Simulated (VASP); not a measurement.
Set up this calculation in VASP 6.6.1, as the native input.

```yaml
Task: single point
Functional: PBE
Potentials_or_basis: VASP PAW PBE potentials, release 64 (Al, Pt)
Cutoff: 520 eV
k_mesh: 8 × 8 × 8
Occupations: gaussian, width 0.1 eV
Spin: no spin polarisation
Dipole_correction: no
Further_INCAR_settings: ALGO = Normal; EDIFF = 1e-07; NBANDS = 19
```

The structure of Al4Pt lies in POSCAR:

```
Al4Pt
1.0
    4.7821474096      0.0000000000      0.0000000000
    0.0000000000      4.7821474096      0.0000000000
    0.0000000000      0.0000000000      4.7821474096
Al Pt
4 1
Direct
    0.0000000000      0.5000000000      0.5000000000
    0.5000000000      0.5000000000      0.0000000000
    0.5000000000      0.0000000000      0.5000000000
    0.0000000000      0.0000000000      0.0000000000
    0.5000000000      0.5000000000      0.5000000000
```

The input as run:

INCAR

```
ALGO = Normal ; EDIFF = 1E-7
ENCUT = 520 ; GGA = PE
ISIF = 2 ; ISMEAR = 0
LASPH = T ; LCHARG = F
LREAL = F ; LWAVE = F
NBANDS = 19 ; NELM = 100
PREC = Accurate ; SIGMA = 0.1
```

KPOINTS

```
k-points
0
Gamma
  8 8 8
```

Potentials or basis: VASP PAW PBE potentials, release 64 (Al, Pt).

The run is started by

```sh
$ cat potpaw_PBE.64/Al/POTCAR potpaw_PBE.64/Pt/POTCAR > POTCAR
$ mpirun -np 1 vasp_std > vasp.out
```

It gave:

```
Pressure               : -0.1 GPa
Band gap on the k mesh : zero (band 11 reaches 6.73 eV, above the bottom of band 12 at 4.42 eV)
```

Caveat: spin-orbit coupling is left out, which moves the levels of the heavy elements.

It took 78 s on 1 thread of Intel Xeon 6975P-C (shared host), peak memory 0.24 GiB.
